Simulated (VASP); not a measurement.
A run of VASP 6.6.1 is set up as follows.

The input INCAR:

```
SYSTEM = RbCl
PREC = Accurate
ENCUT = 500
EDIFF = 1E-6
ISMEAR = 0
SIGMA = 0.05
LREAL = .FALSE.
LASPH = .TRUE.
NELM = 120
ALGO = Normal
ISIF = 2
LWAVE = .FALSE.
LCHARG = .FALSE.
GGA = PE
NBANDS = 15
GGA_COMPAT = .FALSE.
```

Contents of KPOINTS:

```
Automatic mesh
0
G
  6 6 6
  0 0 0
```

File POSCAR:

```
RbCl
1.0
    0.0000000000      3.0120800000      3.0120800000
    3.0120800000      0.0000000000      3.0120800000
    3.0120800000      3.0120800000      0.0000000000
Rb Cl
1 1
Direct
    0.0000000000      0.0000000000      0.0000000000
    0.5000000000      0.5000000000      0.5000000000
```

Potentials or basis: VASP PAW PBE potentials, release 64 (Rb_sv, Cl).

Launch:

```sh
$ cat potpaw_PBE.64/Rb_sv/POTCAR potpaw_PBE.64/Cl/POTCAR > POTCAR
$ mpirun -np 1 vasp_std > vasp.out
```

(1) Predict the band gap on the k mesh.

(2) What does it give for the pressure?

Answers

(1) 5.83 eV (least direct gap 5.86 eV).

(2) 10.1 GPa.

Caveat: the cell differs from its parent crystal (strain -0.080 along x and y, -0.080 along z); the cell stands under pressure.
